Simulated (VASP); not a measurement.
# WS2 (Tungstenite): single point with PBEsol

Crystal: WS2 (Tungstenite).

```
W S
1.0
     3.14619    0.00000    0.00000
    -1.57310    2.72468    0.00000
     0.00000    0.00000   12.69399
W S
2 4
Direct
  0.66667 0.33333 0.75000
  0.33333 0.66667 0.25000
  0.66667 0.33333 0.37349
  0.33333 0.66667 0.87349
  0.66667 0.33333 0.12651
  0.33333 0.66667 0.62651
```

```yaml
Program: VASP 6.6.1
Task: single point
Functional: PBEsol
Potentials_or_basis: VASP PAW PBE potentials, release 64 (W_sv, S)
Cutoff: 520 eV
k_mesh: 10 × 10 × 3
Occupations: fermi-dirac, width 0.05 eV
Spin: no spin polarisation
Dipole_correction: no
Further_INCAR_settings: ALGO = Normal; EDIFF = 1e-06; NBANDS = 35
```

```yaml
Pressure: 0.1 GPa
Largest_force: 0.019 eV/Å
Band_gap_on_the_k_mesh: 1.19 eV, indirect (least direct gap 2.20 eV)
```

Forces in eV/Å, atoms in the order of the input:
```
W    0.000  0.000  0.000
W    0.000  0.000  0.000
S    0.000  0.000  0.019
S    0.000  0.000  0.019
S    0.000  0.000 -0.019
S    0.000  0.000 -0.019
```

Levels at points of the mesh, in eV from the valence-band top:
| k point | band 22 | band 23 | band 24 | band 25 | band 26 | band 27 | band 28 | band 29 | band 30 | band 31 |
| --- | --- | --- | --- | --- | --- | --- | --- | --- | --- | --- |
| (0.00, 0.00, 0.00) | -2.07 | -2.07 | -1.64 | -1.12 | 0.00 | 2.46 | 2.46 | 2.47 | 2.47 | 2.58 |
| (0.50, 0.00, 0.00) | -2.67 | -1.78 | -1.64 | -1.57 | -1.45 | 2.47 | 2.50 | 2.75 | 3.03 | 3.25 |

It took 46 s on 1 thread of Intel(R) Xeon(R) 6975P-C (Granite Rapids), with other jobs on the host, peak memory 0.26 GiB.

Caveat: the PAW data sets were made with another functional, which shifts forces and pressure a little; spin-orbit coupling is left out, which moves the levels of the heavy elements; this functional lacks dispersion, which binds the layers, so the pressure and a relaxed spacing across them are unreliable. A k mesh can miss the band edges.
